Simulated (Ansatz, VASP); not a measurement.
**In in VASP and in Ansatz**

INCAR

```
SYSTEM = In
ALGO = Normal ; EDIFF = 1E-7
ENCUT = 520 ; GGA = PE
ISIF = 2 ; ISMEAR = -1
LASPH = .TRUE. ; LCHARG = .FALSE.
LREAL = .FALSE. ; LWAVE = .FALSE.
NBANDS = 12 ; NELM = 80
PREC = Accurate ; SIGMA = 0.01
```

Contents of KPOINTS:

```
k-points
0
G
  11 11 14
  0 0 0
```

File POSCAR:

```
In
1.0
   -1.6482197047      1.6973406184      2.5249789927
    1.6973406184     -1.6482197047      2.5249789927
    1.6043570008      1.6043570008     -2.4927016059
In
1
Direct
    0.0000000000      0.0000000000      0.0000000000
```

Input for Ansatz:

```yaml
crystal:
  lattice:
    - [-1.6482197047, 1.6973406184, 2.5249789927]
    - [1.6973406184, -1.6482197047, 2.5249789927]
    - [1.6043570008, 1.6043570008, -2.4927016059]
  atoms:
    - { symbol: In, position: [0.0, 0.0, 0.0] }
hamiltonian:
  xc: pbe
  pseudopotentials:
    kind: paw
    azcp:
      In: "pseudopotentials/In.paw.azcp"
basis:
  ecutwfc: 420
  fft_grid_basis: typed
kpoints:
  mp_grid: { grid: [11, 11, 14], shift: [0, 0, 0] }
magnetization:
  spin_polarized: false
scf:
  occupations: { method: fermi_dirac, width: 0.01 }
  lower_state_search: "off"
output:
  stress: true
  write_density: true
  write_potential: true
  elf: true
  volumetric_format: npy
```

Alike in both runs: task single point; functional PBE; k mesh 11 × 11 × 14; occupations fermi-dirac, width 0.01 eV; no spin polarisation.

|  | VASP | Ansatz |
| --- | --- | --- |
| version | VASP 6.6.1 | Ansatz 0.2.0 |
| potentials or method | VASP PAW PBE potentials, release 64 (In_d), cutoff 520 eV | plane waves (420 eV) with PAW, scalar-relativistic |
| valence electrons in the cell | 13 | 13 |

```csv
,VASP,Ansatz,Ansatz less VASP
pressure (GPa),-0.1,0.0,+0.05
"traceless stress, the component that is largest in VASP (GPa)",-0.31,-0.31,+0.001
```
